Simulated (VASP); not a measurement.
Crystal: InSb.

```
CELL_PARAMETERS angstrom
5.02956 0.00000 0.00000
-2.51478 4.35573 0.00000
0.00000 0.00000 6.20579
ATOMIC_POSITIONS crystal
In 0.33333 0.66667 0.25000
In 0.66667 0.33333 0.75000
Sb 0.66667 0.33333 0.25000
Sb 0.33333 0.66667 0.75000
```

Base run:

* Program: VASP 6.6.1
* Functional: PBE
* Potentials or basis: VASP PAW PBE potentials, release 64 (In_d, Sb)
* Cutoff: 500 eV
* k mesh: 6 × 6 × 4
* Occupations: methfessel-paxton, width 0.05 eV
* Spin: no spin polarisation

Its results: band gap on the k mesh zero (bands 18 and 19 overlap by 1.14 eV); pressure 1.3 GPa.

Question: After a change of settings the same cell gave: band gap on the k mesh zero (bands 18 and 19 overlap by 1.19 eV); pressure -0.9 GPa. Which change was it?
A. occupations from methfessel-paxton, width 0.05 eV to methfessel-paxton, width 0.5 eV
B. k mesh from 6 × 6 × 4 to 4 × 4 × 4; occupations from methfessel-paxton, width 0.05 eV to fermi-dirac, width 0.02 eV
C. functional from PBE to PBEsol; occupations from methfessel-paxton, width 0.05 eV to fermi-dirac, width 0.02 eV
D. k mesh from 6 × 6 × 4 to 3 × 3 × 3; occupations from methfessel-paxton, width 0.05 eV to fermi-dirac, width 0.02 eV

Answer: C.

Caveats: spin-orbit coupling is left out, which moves the levels of the heavy elements; the PAW data sets were made with another functional, which shifts forces and pressure a little (at least some runs).
